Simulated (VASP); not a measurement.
Here is a VASP 6.6.1 calculation.

Contents of INCAR:

```
SYSTEM = ScAl3
  PREC = Accurate
  ENCUT = 520
  EDIFF = 1E-7
  ISMEAR = -1
  SIGMA = 0.1
  LREAL = .False.
  LASPH = .True.
  NELM = 100
  ALGO = Normal
  ISIF = 2
  LWAVE = .False.
  LCHARG = .True.
  GGA = PS
  IVDW = 12
  LELF = .True.
  LVHAR = .True.
  NBANDS = 18
```

Contents of KPOINTS:

```
regular mesh
0
Gamma
  6 6 6
  0 0 0
```

File POSCAR:

```
ScAl3
1.0
    3.9829448587      0.0000000000      0.0000000000
    0.0000000000      3.9829448587      0.0000000000
    0.0000000000      0.0000000000      3.9829448587
Sc Al
1 3
Direct
    0.0000000000      0.0000000000      0.0000000000
    0.5000000000      0.0000000000      0.5000000000
    0.0000000000      0.5000000000      0.5000000000
    0.5000000000      0.5000000000      0.0000000000
```

Potentials or basis: VASP PAW PBE potentials, release 64 (Sc_sv, Al).

The run is started by

```console
$ cat potpaw_PBE.64/Sc_sv/POTCAR potpaw_PBE.64/Al/POTCAR > POTCAR
$ mpirun -np 1 vasp_std > vasp.out
```

Estimate the pressure.

3.0 GPa.

Predict the dispersion energy per atom.

-0.397 eV.

What does it give for the band gap on the k mesh?

Zero (bands 10 and 11 overlap by 4.15 eV).

Caveat: the PAW data sets were made with another functional, which shifts forces and pressure a little.
